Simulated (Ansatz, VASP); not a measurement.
## One calculation of KCdCO3F, two programs

```
K Cd C O F
1.0
     5.04193    0.00000    0.00000
    -2.52096    4.36644    0.00000
     0.00000    0.00000    4.42406
K Cd C O F
1 1 1 3 1
Direct
  0.00000 0.00000 0.00000
  0.66667 0.33333 0.50000
  0.33333 0.66667 0.50000
  0.18641 0.37283 0.50000
  0.18641 0.81359 0.50000
  0.62717 0.81359 0.50000
  0.66667 0.33333 0.00000
```

Alike in both runs: task single point; functional r2SCAN; k mesh 6 × 6 × 6; no spin polarisation.

|  | VASP | Ansatz |
| --- | --- | --- |
| version | VASP 6.6.1 | Ansatz 0.2.0 |
| potentials or method | VASP PAW PBE potentials, release 64 (K_sv, Cd_sv_GW, C, O, F) | plane waves, PAW |
| plane-wave cutoff (eV) | 770 | 500 |
| occupations | gaussian, width 0.01 eV | fixed |
| valence electrons in the cell | 58 | 58 |

|  | VASP | Ansatz | Ansatz less VASP |
| --- | --- | --- | --- |
| gap on the k mesh at the Fermi level (eV) | 2.68 | 2.68 | -0.003 |
| pressure (GPa) | 0.6 | 0.0 | -0.56 |
| traceless stress, the component that is largest in VASP (GPa) | -0.83 | -0.04 | +0.791 |
| rms of the force components (eV/Å) | 0.131 | 0.001 | -0.1301 |

VASP's potentials were made for PBE, not for r2SCAN. Atom by atom the forces differ by 0.132 eV/Å (rms over components). One of these differences is far larger than is usual between the two programs; its cause wasn't traced.
